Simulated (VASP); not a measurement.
# Al4GeRu (P6/mmm) in VASP: further runs

Al4GeRu is run at these levels: PBE; tasks: single point.

Everything below comes from runs of VASP 6.6.1. Logs are shortened: lines on timing, memory, paths and dates and some standing lists are left out, and cuts for length are marked.

### 1 The cell of the first run

Symmetry: P6/mmm, No. 191, hexagonal system. Conventional cell: a = 4.781 Å, b = 4.781 Å, c = 5.096 Å, α = 90.00°, β = 90.00°, γ = 120.00°. Within 3.2 Å of Al (site symmetry 3m) lie 5 Al at 2.24 to 2.85 Å and 3 Ru at 2.98 Å and 3 Ge at 3.11 Å. Within 3.4 Å of Ge (site symmetry 6/mmm) lie 2 Ru at 2.55 Å and 12 Al at 3.11 Å. Ru (site symmetry 6/mmm) has 2 Ge at 2.55 Å and 12 Al at 2.98 Å within 3.4 Å.

The cell was generated, and may not be a known phase.

### 2 Single point, PBE

The input, INCAR:

```
SYSTEM = Al4GeRu
PREC = Accurate ; ENCUT = 520
EDIFF = 1E-7 ; ISMEAR = 0
SIGMA = 0.1 ; LREAL = .False.
LASPH = .True. ; NELM = 80
ALGO = Fast ; ISIF = 2
LWAVE = .False. ; LCHARG = .False.
GGA = PE ; NBANDS = 29
```

The input, KPOINTS:

```
regular mesh
0
Gamma
  6 6 4
  0 0 0
```

The input, POSCAR:

```
Al4GeRu
1.0
    4.7809971500      0.0000000000      0.0000000000
   -2.3904985800      4.1404649900      0.0000000000
    0.0000000000      0.0000000000      5.0957701900
Al Ge Ru
4 1 1
Direct
    0.3333333300      0.6666666700      0.2799467000
    0.3333333300      0.6666666700      0.7200533000
    0.6666666700      0.3333333300      0.7200533000
    0.6666666700      0.3333333300      0.2799467000
    0.0000000000      0.0000000000      0.0000000000
    0.0000000000      0.0000000000      0.5000000000
```

Potentials or basis: VASP PAW PBE potentials, release 64 (Al, Ge_d, Ru_pv).

The run is started by

```bash
$ cat potpaw_PBE.64/Al/POTCAR potpaw_PBE.64/Ge_d/POTCAR potpaw_PBE.64/Ru_pv/POTCAR > POTCAR
$ mpirun -np 1 vasp_std > vasp.out
```

OUTCAR:

```text
SYSTEM = Al4GeRu
   PREC = Accurate
   ENCUT = 520
   EDIFF = 1E-7
   ISMEAR = 0
   LREAL = .False.
   LASPH = .True.
   NELM = 80
   ISIF = 2
   GGA = PE

 ion  position               nearest neighbor table
   1  0.333  0.667  0.280-   2 2.24   4 2.76   4 2.76   4 2.76   2 2.85   6 2.98   6 2.98   6 2.98
                             5 3.11   5 3.11   5 3.11
   2  0.333  0.667  0.720-   1 2.24   3 2.76   3 2.76   3 2.76   1 2.85   6 2.98   6 2.98   6 2.98
                             5 3.11   5 3.11   5 3.11
   3  0.667  0.333  0.720-   4 2.24   2 2.76   2 2.76   2 2.76   4 2.85   6 2.98   6 2.98   6 2.98
                             5 3.11   5 3.11   5 3.11
   4  0.667  0.333  0.280-   3 2.24   1 2.76   1 2.76   1 2.76   3 2.85   6 2.98   6 2.98   6 2.98
                             5 3.11   5 3.11   5 3.11
   5  0.000  0.000  0.000-   6 2.55   6 2.55   3 3.11   4 3.11   1 3.11   2 3.11   3 3.11   4 3.11
                             1 3.11   2 3.11   3 3.11   4 3.11   1 3.11   2 3.11
   6  0.000  0.000  0.500-   5 2.55   5 2.55   3 2.98   4 2.98   1 2.98   2 2.98   3 2.98   4 2.98
                             1 2.98   2 2.98   3 2.98   4 2.98   1 2.98   2 2.98

  LATTYP: Found a hexagonal cell.
 ALAT       =     4.7809971500
 C/A-ratio  =     1.0658383660

  Lattice vectors:

 A1 = (   4.7809971500,   0.0000000000,   0.0000000000)
 A2 = (  -2.3904985800,   4.1404649900,   0.0000000000)
 A3 = (   0.0000000000,   0.0000000000,   5.0957701900)

Analysis of symmetry for initial positions (statically):
=====================================================================
 Subroutine PRICEL returns:
 Original cell was already a primitive cell.

 Routine SETGRP: Setting up the symmetry group for a
 hexagonal supercell.

 Subroutine GETGRP returns: Found 24 space group operations
 (whereof 24 operations were pure point group operations)
 out of a pool of 24 trial point group operations.

The static configuration has the point symmetry D_6h.

Analysis of symmetry for dynamics (positions and initial velocities):
=====================================================================
 Subroutine PRICEL returns:
 Original cell was already a primitive cell.

 Routine SETGRP: Setting up the symmetry group for a
 hexagonal supercell.

 Subroutine GETGRP returns: Found 24 space group operations
 (whereof 24 operations were pure point group operations)
 out of a pool of 24 trial point group operations.

The dynamic configuration has the point symmetry D_6h.

 Subroutine INISYM returns: Found 24 space group operations
 (whereof 24 operations are pure point group operations),
 and found     1 'primitive' translations

[... 105 lines left out ...]
   ISYM   =      2    0-nonsym 1-usesym 2-fastsym
   POTIM  = 0.5000    time-step for ionic-motion
   TEBEG  =    0.0;   TEEND  =   0.0 temperature during run
   PSTRESS=    0.0 pullay stress
   NELECT =      40.0000    total number of electrons
   NUPDOWN=      -1.0000    fix difference up-down
   EMIN   =  10.00;   EMAX   =-10.00  energy-range for DOS
   EFERMI =   0.00;   METHOD = LEGACY
   ISMEAR =     0;   SIGMA  =   0.10  broadening in eV -4-tet -1-fermi 0-gaus
   EFERMI_NEDOS =   21; number of points for ismear=-14 and -15
   IALGO  =     68    algorithm
   IMIX   =      4    mixing-type and parameters
     AMIX     =   0.40;   BMIX     =  1.00
     AMIX_MAG =   1.60;   BMIX_MAG =  1.00
  volume/ion in A,a.u.               =      16.81       113.45
  Fermi-wavevector in a.u.,A,eV,Ry     =   1.202732  2.272835 19.681715  1.446565
  Thomas-Fermi vector in A             =   2.338506
   LORBIT       =      0    0 simple, 1 ext, 2 COOP (PROOUT), +10 PAW based schemes
   GGA     = PE    functional components
   LHFCALC =     F    Hartree Fock is set to
   AEXX    =    0.0000 exact exchange contribution
   IVDW    =     0    specifies the selected vdW correction
   LEPSILON=     F    determine dielectric tensor
   LRPA    =     F    only Hartree local field effects (RPA)
 non-spin polarized calculation
 RMM-DIIS sequential band-by-band and
 Gauss-broadening in eV      SIGMA  =   0.10
  energy-cutoff  :      520.00
  volume of cell :      100.87
 maximum number of plane-waves:      2745
 NGX is ok and might be reduce to    36

 number of electron      40.0000020 magnetization

 Free energy of the ion-electron system (eV)
  ---------------------------------------------------
  ext. energy  EPLUGINS =         0.00000000
  ---------------------------------------------------
  free energy    TOTEN  =       -27.23994403 eV

  energy without entropy =      -27.21844134  energy(sigma->0) =      -27.22919268

 E-fermi :   8.2753     XC(G=0): -10.8332

 val. band max:        8.2264421860   @ k =   0.3333   0.0000   0.0000
 cond. band min:       8.2888042372   @ k =   0.3333   0.0000   0.2500
 fundamental gap:      0.0623620512
 Fermi energy:         8.2753190702

 k-point     1 :       0.0000    0.0000    0.0000
  band No.  band energies     occupation
      1     -34.5630      2.00000
      2     -34.3279      2.00000
      3     -34.3279      2.00000
      4     -16.8352      2.00000
      5     -16.8352      2.00000
      6     -16.7542      2.00000
[... 661 lines left out ...]
     28      13.1119      0.00000
     29      13.1119      0.00000

------------------------ aborting loop because EDIFF is reached ----------------------------------------

  FORCE on cell =-STRESS in cart. coord.  units (eV):
  Direction    XX          YY          ZZ          XY          YZ          ZX
  --------------------------------------------------------------------------------------
  -------------------------------------------------------------------------------------
  Total       -3.7883799     -3.7883799      6.9498611      0.0000000      0.0000000      0.0000000
  in kB      -60.1709227    -60.1709228    110.3847999      0.0000001      0.0000000      0.0000000
  external PRESSURE =      -3.3190152 kB  Pullay stress =       0.0000000 kB

 VOLUME and BASIS-vectors are now :
 -----------------------------------------------------------------------------
  energy-cutoff  :      520.00
  volume of cell :      100.87
      direct lattice vectors                 reciprocal lattice vectors
     4.780997150  0.000000000  0.000000000     0.209161388  0.120759384  0.000000000
    -2.390498580  4.140464990  0.000000000     0.000000000  0.241518767  0.000000000
     0.000000000  0.000000000  5.095770190     0.000000000  0.000000000  0.196241189

 POSITION                                       TOTAL-FORCE (eV/Angst)
 -----------------------------------------------------------------------------------
     -0.00000      2.76031      1.42654         0.000000     -0.000000     -3.305937
     -0.00000      2.76031      3.66923         0.000000     -0.000000      3.305937
      2.39050      1.38015      3.66923        -0.000000      0.000000      3.305937
      2.39050      1.38015      1.42654         0.000000      0.000000     -3.305937
      0.00000      0.00000      0.00000        -0.000000      0.000000      0.000000
      0.00000      0.00000      2.54789        -0.000000      0.000000      0.000000
 -----------------------------------------------------------------------------------
    total drift:                               -0.000000      0.000000     -0.000000

  FREE ENERGIE OF THE ION-ELECTRON SYSTEM (eV)
  ---------------------------------------------------
  free  energy   TOTEN  =       -27.2399440250 eV

  energy  without entropy=      -27.2184413404  energy(sigma->0) =      -27.22919268
```

OSZICAR:

```text
N       E                     dE             d eps       ncg     rms          rms(c)
DAV:   1     0.313664351798E+03    0.31366E+03   -0.19197E+04  1558   0.218E+03
DAV:   2     0.495945210831E+01   -0.30870E+03   -0.29745E+03  1289   0.632E+02
DAV:   3    -0.270372376346E+02   -0.31997E+02   -0.31227E+02  1437   0.115E+02
DAV:   4    -0.282774167072E+02   -0.12402E+01   -0.12360E+01  1394   0.235E+01
DAV:   5    -0.283114138191E+02   -0.33997E-01   -0.33991E-01  1658   0.429E+00    0.104E+01
RMM:   6    -0.286138295989E+02   -0.30242E+00   -0.73070E+00  1482   0.132E+01    0.831E+00
RMM:   7    -0.273042808106E+02    0.13095E+01   -0.16234E+00  1462   0.655E+00    0.270E+00
RMM:   8    -0.272528754418E+02    0.51405E-01   -0.11023E-01  1682   0.165E+00    0.101E+00
RMM:   9    -0.272401195579E+02    0.12756E-01   -0.27511E-02  1674   0.966E-01    0.246E-01
RMM:  10    -0.272399284296E+02    0.19113E-03   -0.43495E-03  1813   0.371E-01    0.999E-02
RMM:  11    -0.272399113581E+02    0.17071E-04   -0.10477E-03  1760   0.183E-01    0.599E-02
RMM:  12    -0.272399532215E+02   -0.41863E-04   -0.29137E-04  1763   0.111E-01    0.458E-02
RMM:  13    -0.272399410290E+02    0.12193E-04   -0.13219E-04  1648   0.689E-02    0.189E-02
RMM:  14    -0.272399439339E+02   -0.29049E-05   -0.43533E-05  2046   0.297E-02    0.532E-03
RMM:  15    -0.272399439809E+02   -0.46978E-07   -0.49183E-06  1754   0.105E-02    0.673E-03
RMM:  16    -0.272399439003E+02    0.80637E-07   -0.13770E-06  1522   0.807E-03    0.241E-03
RMM:  17    -0.272399440363E+02   -0.13607E-06   -0.48349E-07  1271   0.356E-03    0.280E-03
RMM:  18    -0.272399440250E+02    0.11321E-07   -0.56920E-08   768   0.179E-03
   1 F= -.27239944E+02 E0= -.27229193E+02  d E =-.215027E-01
```

It took 98 s on 1 thread of Intel Xeon 8259CL, shared host; peak memory 0.25 GiB.

Results:

```
Free energy            : -27.2399 eV
Pressure               : -0.3 GPa
Largest force          : 3.306 eV/Å
Band gap on the k mesh : zero (bands 20 and 21 overlap by 1.17 eV)
```

Forces on the atoms (eV/Å):
```
Al   0.000  0.000 -3.306
Al   0.000  0.000  3.306
Al   0.000  0.000  3.306
Al   0.000  0.000 -3.306
Ge   0.000  0.000  0.000
Ru   0.000  0.000  0.000
```

Levels at points of the mesh, in eV from the Fermi level:
```
           k point  band 18  band 19  band 20  band 21  band 22  band 23
(0.00, 0.00, 0.00)    -2.45    -2.45     0.11     0.39     0.39     1.22
(0.50, 0.00, 0.00)    -2.09    -1.80     0.08     0.35     0.51     1.03
(0.00, 0.00, 0.50)    -0.70    -0.70    -0.58     0.28     0.28     0.65
(0.50, 0.00, 0.50)    -2.06    -1.49    -0.28     0.60     2.25     3.12
```

Caveat: the stress differs along the axes, from -6 to 11 GPa; forces of over 1 eV/Å act on the atoms, so gaps and moduli don't describe the material at rest.

### 3 Single point, PBE

This run uses another cell than the first one: it holds 12 atoms, not 6.

The input, INCAR:

```
SYSTEM = Al4GeRu
PREC = Accurate ; ENCUT = 520
EDIFF = 1E-7 ; ISMEAR = 0
SIGMA = 0.2 ; LREAL = .FALSE.
LASPH = .TRUE. ; NELM = 60
ALGO = Fast ; ISIF = 2
LWAVE = .FALSE. ; LCHARG = .TRUE.
GGA = PE ; LELF = .TRUE.
LVHAR = .TRUE. ; NBANDS = 52
```

The input, KPOINTS:

```
regular mesh
0
G
  6 6 2
  0 0 0
```

The input, POSCAR:

```
Al4GeRu
1.0
    4.5882254802      0.0000000000      0.0000000000
   -2.2941127401      3.9735198242      0.0000000000
    0.0000000000      0.0000000000     10.4651921242
Al Ge Ru
8 2 2
Direct
    0.3333333333      0.6666666667      0.1269342922
    0.3333333333      0.6666666667      0.6269342922
    0.3333333333      0.6666666667      0.3730657078
    0.3333333333      0.6666666667      0.8730657078
    0.6666666667      0.3333333333      0.3730657078
    0.6666666667      0.3333333333      0.8730657078
    0.6666666667      0.3333333333      0.1269342922
    0.6666666667      0.3333333333      0.6269342922
    0.0000000000      0.0000000000      0.0000000000
    0.0000000000      0.0000000000      0.5000000000
    0.0000000000      0.0000000000      0.2500000000
    0.0000000000      0.0000000000      0.7500000000
```

Potentials or basis: VASP PAW PBE potentials, release 64 (Al, Ge_d, Ru_pv).

The run is started by

```bash
$ cat potpaw_PBE.64/Al/POTCAR potpaw_PBE.64/Ge_d/POTCAR potpaw_PBE.64/Ru_pv/POTCAR > POTCAR
$ mpirun -np 1 vasp_std > vasp.out
```

Wall time 7.1 min (1 thread of Intel Xeon 8259CL, shared host); peak memory 0.38 GiB.

Results (log left out):

- Free energy: -56.4103 eV
- Pressure: 0.0 GPa
- Largest force: 0.046 eV/Å
- Band gap on the k mesh: zero (bands 40 and 41 overlap by 1.40 eV)

Forces on the atoms (eV/Å):
```
Al   0.000  0.000  0.046
Al   0.000  0.000  0.046
Al   0.000  0.000 -0.046
Al   0.000  0.000 -0.046
Al   0.000  0.000 -0.046
Al   0.000  0.000 -0.046
Al   0.000  0.000  0.046
Al   0.000  0.000  0.046
Ge   0.000  0.000  0.000
Ge   0.000  0.000  0.000
Ru   0.000  0.000  0.000
Ru   0.000  0.000  0.000
```

Stress tensor (GPa, compression positive):
```
 0.68  0.00  0.00
 0.00  0.68  0.00
 0.00  0.00 -1.48
```

Levels at points of the mesh, in eV from the Fermi level:
```csv
k point,band 37,band 38,band 39,band 40,band 41,band 42,band 43,band 44
"(0.00, 0.00, 0.00)",-1.36,-0.93,-0.73,-0.01,-0.01,0.02,0.18,0.18
"(0.50, 0.00, 0.00)",-1.98,-1.86,-0.72,-0.03,0.31,0.72,0.84,1.25
"(0.00, 0.00, 0.50)",-1.32,-1.32,-0.96,-0.96,-0.76,-0.76,-0.76,-0.76
"(0.50, 0.00, 0.50)",-1.99,-1.99,-0.09,-0.09,0.53,0.53,0.68,0.68
```

### 4 Single point, PBE

This run uses another cell than the first one, of 15.90 Å³/atom.

The input, INCAR:

```
SYSTEM = Al4GeRu
PREC     = Accurate       ! precision mode
ENCUT    = 520            ! plane-wave cutoff, eV
EDIFF    = 1E-7           ! SCF threshold, eV
ISMEAR   = 0              ! smearing method
SIGMA    = 0.1            ! smearing width, eV
LREAL    = .False.        ! projectors in reciprocal space
LASPH    = .True.         ! aspherical terms in the spheres
NELM     = 100            ! most SCF steps
ALGO     = Fast           ! electronic algorithm
ISIF     = 2              ! what is computed and relaxed
LWAVE    = .False.        ! write WAVECAR
LCHARG   = .False.        ! write CHGCAR
GGA      = PE             ! functional
NBANDS   = 29             ! bands
```

The input, KPOINTS:

```
Automatic mesh
0
Gamma
  12 12 8
  0 0 0
```

The input, POSCAR:

```
Al4GeRu
1.0
    4.5882254802      0.0000000000      0.0000000000
   -2.2941127401      3.9735198242      0.0000000000
    0.0000000000      0.0000000000      5.2325960621
Al Ge Ru
4 1 1
Direct
    0.3333333333      0.6666666667      0.2538685844
    0.3333333333      0.6666666667      0.7461314156
    0.6666666667      0.3333333333      0.7461314156
    0.6666666667      0.3333333333      0.2538685844
    0.0000000000      0.0000000000      0.0000000000
    0.0000000000      0.0000000000      0.5000000000
```

Potentials or basis: VASP PAW PBE potentials, release 64 (Al, Ge_d, Ru_pv).

The run is started by

```bash
$ cat potpaw_PBE.64/Al/POTCAR potpaw_PBE.64/Ge_d/POTCAR potpaw_PBE.64/Ru_pv/POTCAR > POTCAR
$ mpirun -np 1 vasp_std > vasp.out
```

OUTCAR:

```text
SYSTEM = Al4GeRu
   PREC = Accurate
   ENCUT = 520
   EDIFF = 1E-7
   ISMEAR = 0
   LREAL = .False.
   LASPH = .True.
   NELM = 100
   ISIF = 2
   GGA = PE

 ion  position               nearest neighbor table
   1  0.333  0.667  0.254-   2 2.58   4 2.65   4 2.65   4 2.65   2 2.66   6 2.95   6 2.95   6 2.95
                             5 2.96   5 2.96   5 2.96
   2  0.333  0.667  0.746-   1 2.58   3 2.65   3 2.65   3 2.65   1 2.66   6 2.95   6 2.95   6 2.95
                             5 2.96   5 2.96   5 2.96
   3  0.667  0.333  0.746-   4 2.58   2 2.65   2 2.65   2 2.65   4 2.66   6 2.95   6 2.95   6 2.95
                             5 2.96   5 2.96   5 2.96
   4  0.667  0.333  0.254-   3 2.58   1 2.65   1 2.65   1 2.65   3 2.66   6 2.95   6 2.95   6 2.95
                             5 2.96   5 2.96   5 2.96
   5  0.000  0.000  0.000-   6 2.62   6 2.62   3 2.96   4 2.96   1 2.96   2 2.96   3 2.96   4 2.96
                             1 2.96   2 2.96   3 2.96   4 2.96   1 2.96   2 2.96
   6  0.000  0.000  0.500-   5 2.62   5 2.62   3 2.95   4 2.95   1 2.95   2 2.95   3 2.95   4 2.95
                             1 2.95   2 2.95   3 2.95   4 2.95   1 2.95   2 2.95

  LATTYP: Found a hexagonal cell.
 ALAT       =     4.5882254802
 C/A-ratio  =     1.1404400426

  Lattice vectors:

[... 196 lines left out ...]
  band No.  band energies     occupation
      1     -33.7617      2.00000
      2     -33.6333      2.00000
      3     -33.6333      2.00000
      4     -16.0807      2.00000
      5     -16.0807      2.00000
      6     -16.0189      2.00000
[... 757 lines left out ...]
     28      13.4411      0.00000
     29      15.4028      0.00000

 [... further k-points ...]

------------------------ aborting loop because EDIFF is reached ----------------------------------------

  FORCE on cell =-STRESS in cart. coord.  units (eV):
  Direction    XX          YY          ZZ          XY          YZ          ZX
  --------------------------------------------------------------------------------------
  -------------------------------------------------------------------------------------
  Total       -0.0157575     -0.0157575      0.0215559      0.0000000      0.0000000      0.0000000
  in kB       -0.2646436     -0.2646436      0.3620252      0.0000000      0.0000000      0.0000000
  external PRESSURE =      -0.0557540 kB  Pullay stress =       0.0000000 kB

 VOLUME and BASIS-vectors are now :
 -----------------------------------------------------------------------------
  energy-cutoff  :      520.00
  volume of cell :       95.40
      direct lattice vectors                 reciprocal lattice vectors
     4.588225480  0.000000000  0.000000000     0.217949184  0.125833020  0.000000000
    -2.294112740  3.973519824  0.000000000     0.000000000  0.251666040  0.000000000
     0.000000000  0.000000000  5.232596062     0.000000000  0.000000000  0.191109726

 POSITION                                       TOTAL-FORCE (eV/Angst)
 -----------------------------------------------------------------------------------
     -0.00000      2.64901      1.32839        -0.000000     -0.000000      0.000480
     -0.00000      2.64901      3.90420         0.000000      0.000000     -0.000480
      2.29411      1.32451      3.90420         0.000000     -0.000000     -0.000480
      2.29411      1.32451      1.32839        -0.000000      0.000000      0.000480
      0.00000      0.00000      0.00000        -0.000000     -0.000000      0.000000
      0.00000      0.00000      2.61630        -0.000000     -0.000000      0.000000
 -----------------------------------------------------------------------------------
    total drift:                                0.000000     -0.000000     -0.000000

  FREE ENERGIE OF THE ION-ELECTRON SYSTEM (eV)
  ---------------------------------------------------
  free  energy   TOTEN  =       -28.1538494324 eV

  energy  without entropy=      -28.1312243314  energy(sigma->0) =      -28.14253688
```

Wall time 7.9 min (1 thread of Intel Xeon 8259CL, shared host); peak memory 0.41 GiB.

Results:

```
Free energy            : -28.1538 eV
Pressure               : 0.0 GPa
Band gap on the k mesh : zero (bands 20 and 21 overlap by 1.41 eV)
```

### 5 Overview

```tsv
cell	k mesh	smearing	further INCAR settings	gap on the mesh (eV)	pressure (GPa)	largest force (eV/Å)
a = 4.781, b = 4.781, c = 5.096 Å, angles 90.0, 90.0, 120.0°, 6 atoms, atomic positions A	6 × 6 × 4	gaussian 0.1 eV	ALGO = Fast; EDIFF = 1e-07; NBANDS = 29	none	-0.3	3.31
a = 4.588, b = 4.588, c = 10.465 Å, angles 90.0, 90.0, 120.0°, 12 atoms, atomic positions B	6 × 6 × 2	gaussian 0.2 eV	ALGO = Fast; EDIFF = 1e-07; NBANDS = 52	none	0.0	0.05
a = 4.588, b = 4.588, c = 5.233 Å, angles 90.0, 90.0, 120.0°, 6 atoms, atomic positions C	12 × 12 × 8	gaussian 0.1 eV	ALGO = Fast; EDIFF = 1e-07; NBANDS = 29	none	0.0	-
```

Alike in all rows: task single point; level PBE; potentials or basis VASP PAW PBE potentials, release 64 (Al, Ge_d, Ru_pv); no spin polarisation; cutoff (eV) 520.

Caveats: the stress differs along the axes, from -6 to 11 GPa (at least some runs); forces of over 1 eV/Å act on the atoms, so gaps and moduli don't describe the material at rest (at least some runs).

Absolute energies hang on the potentials; compare differences alone.

The gap in the log of VASP goes by the Fermi energy; the results here count the filled bands.